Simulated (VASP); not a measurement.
# Si26C27N (a cell with a defect) in VASP: single point with PBE

Aim: the single point of Si26C27N (a cell with a defect) with PBE.

All numbers are computed with VASP 6.6.1; they aren't measurements. Logs are shortened: lines on timing, memory, paths and dates and some standing lists are left out, and cuts for length are marked.

### 1 The cell of the first run

The cell holds a defect, 54 atoms: a = 9.245 Å, b = 9.245 Å, c = 9.245 Å, α = 60.00°, β = 60.00°, γ = 60.00°.

### 2 Single point, PBE, collinear spin, ferromagnetic start

INCAR

```
  PREC = Accurate
  ENCUT = 520
  EDIFF = 1E-7
  ISMEAR = -1
  SIGMA = 0.01
  LREAL = Auto
  LASPH = T
  NELM = 150
  ALGO = Normal
  ISIF = 2
  LWAVE = F
  LCHARG = F
  ISPIN = 2
  MAGMOM = 1 0 0 0 0 0 0 0 0 0 0 0 0 0 0 0 0 0 0 0 0 0 0 0 0 0 0 0 0 0 0 0 0 0 0 0 0 0 0 0 0 0 0 0 0 0 0 0 0 0 0 0 0 0
  LORBIT = 11
  GGA = PE
  NBANDS = 146
  LUSENCCL = F
```

KPOINTS

```
Automatic mesh
0
Gamma
  3 3 3
```

POSCAR

```
Si26C27N
1.0
    0.0000000000      6.5370000000      6.5370000000
    6.5370000000      0.0000000000      6.5370000000
    6.5370000000      6.5370000000      0.0000000000
N Si C
1 26 27
Direct
    0.0001066348      0.0001066348     -0.0001066348
   -0.0014093226     -0.0014093226      0.3320004103
   -0.0014093226     -0.0014093226      0.6708182349
   -0.0014234057      0.3323450192     -0.0017489575
   -0.0000637759      0.3335912320      0.3332362719
   -0.0014234057      0.3323450192      0.6708273440
   -0.0014315380      0.6712031659     -0.0017581389
   -0.0014315380      0.6712031659      0.3319865110
   -0.0000756230      0.6669190791      0.6665782719
    0.3323450192     -0.0014234057     -0.0017489575
    0.3335912320     -0.0000637759      0.3332362719
    0.3323450192     -0.0014234057      0.6708273440
    0.3335908622      0.3335908622     -0.0004222104
    0.3335908622      0.3335908622      0.3332404859
    0.3336537974      0.3336537974      0.6663462026
    0.3323361171      0.6712052677     -0.0017706924
    0.3336569707      0.6666686545      0.3333373275
    0.3336569707      0.6666686545      0.6663370474
    0.6712031659     -0.0014315380     -0.0017581389
    0.6712031659     -0.0014315380      0.3319865110
    0.6669190791     -0.0000756230      0.6665782719
    0.6712052677      0.3323361171     -0.0017706924
    0.6666686545      0.3336569707      0.3333373275
    0.6666686545      0.3336569707      0.6663370474
    0.6669135468      0.6669135468     -0.0003951657
    0.6666588934      0.6666588934      0.3333411066
    0.6669135468      0.6669135468      0.6665680721
    0.0771412644      0.0771412644      0.0768134051
    0.0835223364      0.0835223364      0.4164776636
    0.0771412644      0.0771412644      0.7689040662
    0.0834954810      0.4168474868      0.0831765026
    0.0834954810      0.4168474868      0.4164805296
    0.0836197060      0.4173355702      0.7495223619
    0.0771018937      0.7693683239      0.0767648912
    0.0836238440      0.7498531608      0.4169967472
    0.0836238440      0.7498531608      0.7495262480
    0.4168474868      0.0834954810      0.0831765026
    0.4168474868      0.0834954810      0.4164805296
    0.4173355702      0.0836197060      0.7495223619
    0.4168482383      0.4168482383      0.0831517617
    0.4168432530      0.4168432530      0.4165238197
    0.4168432530      0.4168432530      0.7497896743
    0.4173273224      0.7498484310      0.0832987988
    0.4168212082      0.7501690977      0.4165048471
    0.4173273224      0.7498484310      0.7495254478
    0.7693683239      0.0771018937      0.0767648912
    0.7498531608      0.0836238440      0.4169967472
    0.7498531608      0.0836238440      0.7495262480
    0.7498484310      0.4173273224      0.0832987988
    0.7501690977      0.4168212082      0.4165048471
    0.7498484310      0.4173273224      0.7495254478
    0.7498546909      0.7498546909      0.0833030372
    0.7498546909      0.7498546909      0.4169875809
    0.7501627509      0.7501627509      0.7498372491
```

Potentials or basis: VASP PAW PBE potentials, release 64 (N, Si, C).

Command:

```console
> cat potpaw_PBE.64/N/POTCAR potpaw_PBE.64/Si/POTCAR potpaw_PBE.64/C/POTCAR > POTCAR
> mpirun -np 1 vasp_std > vasp.out
```

OUTCAR:

```text
PREC = Accurate
   ENCUT = 520
   EDIFF = 1E-7
   ISMEAR = -1
   LREAL = Auto
   LASPH = T
   NELM = 150
   ISIF = 2
   ISPIN = 2
   LORBIT = 11
   GGA = PE

 ion  position               nearest neighbor table
   1  0.000  0.000  1.000-  34 1.74  46 1.74  30 1.74  28 1.74
   2  0.999  0.999  0.332-  35 1.88  47 1.88  29 1.92  28 1.93   8 3.03  20 3.03   9 3.08  21 3.08
                            17 3.08  23 3.08   4 3.09  10 3.09   5 3.11  11 3.11   3 3.13
   3  0.999  0.999  0.671-  36 1.88  48 1.88  29 1.92  30 1.93   7 3.03  19 3.03   9 3.08  21 3.08
                            18 3.08  24 3.08   6 3.09  12 3.09  11 3.11   5 3.11   2 3.13
   4  0.999  0.332  0.998-  49 1.88  33 1.88  31 1.92  28 1.93  22 3.03   6 3.03  25 3.08   9 3.08
                            15 3.08  23 3.08   2 3.09  10 3.09   5 3.11  13 3.11   7 3.13
   5  1.000  0.334  0.333-  50 1.89  31 1.89  32 1.89  29 1.89  26 3.08  23 3.08  24 3.08  11 3.08
                            14 3.08  13 3.08   4 3.11   6 3.11   2 3.11   3 3.11   7 3.11   8 3.11
   6  0.999  0.332  0.671-  51 1.88  33 1.88  32 1.92  30 1.93  22 3.03   4 3.03  27 3.08   9 3.08
                            15 3.08  24 3.08   3 3.09  12 3.09   5 3.11  14 3.11   8 3.13
   7  0.999  0.671  0.998-  52 1.88  36 1.88  31 1.92  34 1.93  19 3.03   3 3.03  25 3.08   9 3.08
                            18 3.08  26 3.08   8 3.09  16 3.09   5 3.11  13 3.11   4 3.13
   8  0.999  0.671  0.332-  53 1.88  35 1.88  32 1.92  34 1.93  20 3.03   2 3.03  27 3.08   9 3.08
                            17 3.08  26 3.08   7 3.09  16 3.09   5 3.11  14 3.11   6 3.13
   9  1.000  0.667  0.667-  35 1.88  36 1.88  33 1.88  54 1.89  21 3.08  27 3.08  25 3.08   6 3.08
                             4 3.08   2 3.08   3 3.08   8 3.08   7 3.08  17 3.08  18 3.08  15 3.08
[... 61 lines left out ...]
  53  0.750  0.750  0.417-   8 1.88  20 1.88  27 1.88  26 1.89
  54  0.750  0.750  0.750-   9 1.89  21 1.89  27 1.89  25 1.89

  LATTYP: Found a face centered cubic cell.
 ALAT       =    13.0740000000

  Lattice vectors:

 A1 = (   0.0000000000,   6.5370000000,   6.5370000000)
 A2 = (   6.5370000000,   0.0000000000,   6.5370000000)
 A3 = (   6.5370000000,   6.5370000000,   0.0000000000)

Analysis of symmetry for initial positions (statically):
=====================================================================
 Subroutine PRICEL returns:
 Original cell was already a primitive cell.

 Routine SETGRP: Setting up the symmetry group for a
 face centered cubic supercell.

 Subroutine GETGRP returns: Found  4 space group operations
 (whereof  4 operations were pure point group operations)
 out of a pool of 48 trial point group operations.

The static configuration has the point symmetry C_2v.

Analysis of symmetry for dynamics (positions and initial velocities):
=====================================================================
 Subroutine PRICEL returns:
 Original cell was already a primitive cell.

 Routine SETGRP: Setting up the symmetry group for a
[... 260 lines left out ...]
 cond. band min:       9.6957399613   @ k =   0.3333   0.3333   0.0000
 fundamental gap:      0.2261790662
 Fermi energy:         9.4806877469

 spin component 1

 k-point     1 :       0.0000    0.0000    0.0000
  band No.  band energies     occupation
      1      -9.0822      1.00000
      2      -7.1760      1.00000
      3      -5.4122      1.00000
      4      -5.4121      1.00000
      5      -5.4119      1.00000
      6      -5.3724      1.00000
[... 973 lines left out ...]
    119      12.4261      0.00000
    120      12.6581      0.00000
 Fermi energy:         9.4806877469

 spin component 2

 k-point     1 :       0.0000    0.0000    0.0000
  band No.  band energies     occupation
      1      -9.0822      1.00000
      2      -7.1760      1.00000
      3      -5.4122      1.00000
      4      -5.4121      1.00000
      5      -5.4119      1.00000
      6      -5.3724      1.00000
[... 973 lines left out ...]
    119      12.4261      0.00000
    120      12.6581      0.00000
 [bands above 120 left out]

------------------------ aborting loop because EDIFF is reached ----------------------------------------

  FORCE on cell =-STRESS in cart. coord.  units (eV):
  Direction    XX          YY          ZZ          XY          YZ          ZX
  --------------------------------------------------------------------------------------
  -------------------------------------------------------------------------------------
  Total        0.2227170      0.2227170      0.2366076      0.0268240      0.0000000      0.0000000
  in kB        0.6387024      0.6387024      0.6785375      0.0769253      0.0000000      0.0000000
  external PRESSURE =       0.6519807 kB  Pullay stress =       0.0000000 kB

 VOLUME and BASIS-vectors are now :
 -----------------------------------------------------------------------------
  energy-cutoff  :      520.00
  volume of cell :      558.68
      direct lattice vectors                 reciprocal lattice vectors
     0.000000000  6.537000000  6.537000000    -0.076487685  0.076487685  0.076487685
     6.537000000  0.000000000  6.537000000     0.076487685 -0.076487685  0.076487685
     6.537000000  6.537000000  0.000000000     0.076487685  0.076487685 -0.076487685

 POSITION                                       TOTAL-FORCE (eV/Angst)
 -----------------------------------------------------------------------------------
      6.53700      6.53700      0.00139         0.000000      0.000000      0.007130
      8.69807      8.69807     13.05557        -0.001178     -0.001178     -0.003003
     10.91293     10.91293     13.05557         0.001178      0.001178     -0.003003
      8.69811     13.05326      8.70023        -0.000810     -0.002429     -0.000782
      4.35905      8.71495      8.71727         0.000405     -0.000405      0.000190
      6.55774     10.91289      8.70023         0.002429      0.000810     -0.000782
[... 46 lines left out ...]
      7.62765      7.62765      9.80360         0.006941      0.006941     -0.008782
      9.80550      9.80550      9.80763         0.000000      0.000000      0.002650
 -----------------------------------------------------------------------------------
    total drift:                                0.000001      0.000001     -0.030781

  FREE ENERGIE OF THE ION-ELECTRON SYSTEM (eV)
  ---------------------------------------------------
  free  energy   TOTEN  =      -403.3732979648 eV

  energy  without entropy=     -403.3707262964  energy(sigma->0) =     -403.37201213

 total charge

# of ion       s       p       d       tot
------------------------------------------
    1        1.284   2.201   0.000   3.485
    2        0.707   0.961   0.000   1.667
    3        0.707   0.961   0.000   1.667
    4        0.707   0.961   0.000   1.667
    5        0.707   0.972   0.000   1.680
    6        0.707   0.961   0.000   1.667
[... 46 lines left out ...]
   53        0.840   1.713   0.000   2.553
   54        0.839   1.709   0.000   2.548
--------------------------------------------------
tot         42.282  72.749   0.000 115.031

 magnetization (x)

# of ion       s       p       d       tot
------------------------------------------
    1       -0.000   0.000   0.000   0.000
    2        0.000   0.000   0.000   0.000
    3        0.000   0.000   0.000   0.000
    4        0.000   0.000   0.000   0.000
    5        0.000   0.000   0.000   0.000
    6        0.000   0.000   0.000   0.000
[... 46 lines left out ...]
   53        0.000   0.000   0.000   0.000
   54       -0.000  -0.000   0.000  -0.000
--------------------------------------------------
tot          0.000   0.000   0.000   0.000
```

It took 3.5 min on 1 × NVIDIA H100 80GB with 1 thread of AMD EPYC 7R13 (Zen 3), shared host; peak memory 2.2 GiB.

Results:

```yaml
Free_energy: -403.3733 eV
Pressure: 0.1 GPa
Largest_force: 0.016 eV/Å
Net_moment: 0.00 μB per cell
Valence_electrons_inside_the_program's_atomic_spheres: N 3.48; Si 1.67, 1.68 (each value once); C 2.39, 2.52, 2.55 (each value once)
```

Forces on the atoms (eV/Å):
```
N    0.000  0.000  0.007
Si  -0.001 -0.001 -0.003
Si   0.001  0.001 -0.003
Si  -0.001 -0.002 -0.001
Si   0.000  0.000  0.000
Si   0.002  0.001 -0.001
Si   0.000 -0.001  0.001
Si   0.001  0.000  0.001
Si  -0.005  0.005  0.005
Si  -0.002 -0.001 -0.001
Si   0.000  0.000  0.000
Si   0.001  0.002 -0.001
Si   0.001  0.001  0.000
Si  -0.001 -0.001  0.000
Si   0.000  0.000  0.002
Si   0.001 -0.001  0.001
Si   0.001  0.001  0.001
Si  -0.001 -0.001  0.001
Si  -0.001  0.000  0.001
Si   0.000  0.001  0.001
Si   0.005 -0.005  0.005
Si  -0.001  0.001  0.001
Si   0.001  0.001  0.001
Si  -0.001 -0.001  0.001
Si   0.004  0.004 -0.004
Si   0.000  0.000  0.001
Si  -0.004 -0.004 -0.004
C    0.008  0.008  0.007
C    0.000  0.000  0.004
C   -0.008 -0.008  0.007
C   -0.002  0.005  0.003
C   -0.005  0.002  0.003
C    0.002 -0.002  0.002
C   -0.009  0.009 -0.009
C    0.004  0.005 -0.002
C   -0.005 -0.004 -0.002
C    0.005 -0.002  0.003
C    0.002 -0.005  0.003
C   -0.002  0.002  0.002
C    0.000  0.000 -0.009
C   -0.009 -0.009 -0.007
C    0.009  0.009 -0.007
C   -0.002  0.004  0.004
C    0.003 -0.003  0.001
C   -0.004  0.002  0.004
C    0.009 -0.009 -0.009
C    0.005  0.004 -0.002
C   -0.004 -0.005 -0.002
C    0.004 -0.002  0.004
C   -0.003  0.003  0.001
C    0.002 -0.004  0.004
C   -0.007 -0.007 -0.009
C    0.007  0.007 -0.009
C    0.000  0.000  0.003
```
